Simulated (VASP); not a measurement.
Wanted: the native input for a VASP 6.6.1 run.

```
Task                   : single point
Functional             : PBE
Potentials or basis    : VASP PAW PBE potentials, release 64 (Ba_sv, Sb, P)
Cutoff                 : 520 eV
k mesh                 : 4 × 4 × 4
Occupations            : gaussian, width 0.01 eV
Spin                   : no spin polarisation
Dipole correction      : no
Further INCAR settings : ALGO = Normal; EDIFF = 1e-06; NBANDS = 28
```

The structure of Ba3SbP lies in POSCAR:

```
Ba3SbP
1.0
    6.3485271032      0.0000000000      0.0000000000
    0.0000000000      6.3485271032      0.0000000000
    0.0000000000      0.0000000000      6.3485271032
Ba Sb P
3 1 1
Direct
    0.0000000000      0.5000000000      0.5000000000
    0.5000000000      0.0000000000      0.5000000000
    0.5000000000      0.5000000000      0.0000000000
    0.0000000000      0.0000000000      0.0000000000
    0.5000000000      0.5000000000      0.5000000000
```

The input as run:

INCAR

```
ALGO     = Normal         # electronic algorithm
EDIFF    = 1E-6           # SCF threshold, eV
ENCUT    = 520            # plane-wave cutoff, eV
GGA      = PE             # functional
ISIF     = 2              # what is computed and relaxed
ISMEAR   = 0              # smearing method
LASPH    = T              # aspherical terms in the spheres
LCHARG   = T              # write CHGCAR
LELF     = T              # ELF
LREAL    = F              # projectors in reciprocal space
LVHAR    = T            
LWAVE    = F              # write WAVECAR
NBANDS   = 28             # bands
NELM     = 60             # most SCF steps
PREC     = Accurate       # precision mode
SIGMA    = 0.01           # smearing width, eV
```

KPOINTS

```
k-points
0
Gamma
  4 4 4
```

Potentials or basis: VASP PAW PBE potentials, release 64 (Ba_sv, Sb, P).

Command:

```bash
$ cat potpaw_PBE.64/Ba_sv/POTCAR potpaw_PBE.64/Sb/POTCAR potpaw_PBE.64/P/POTCAR > POTCAR
$ mpirun -np 1 vasp_std > vasp.out
```

It gave:

```
Pressure               : -2.4 GPa
Band gap on the k mesh : 0.11 eV
```

Caveat: spin-orbit coupling is left out, which moves the levels of the heavy elements.

Wall time 2 min on 1 thread of Intel Xeon 8259CL, with other jobs on the host, peak memory 0.36 GiB.
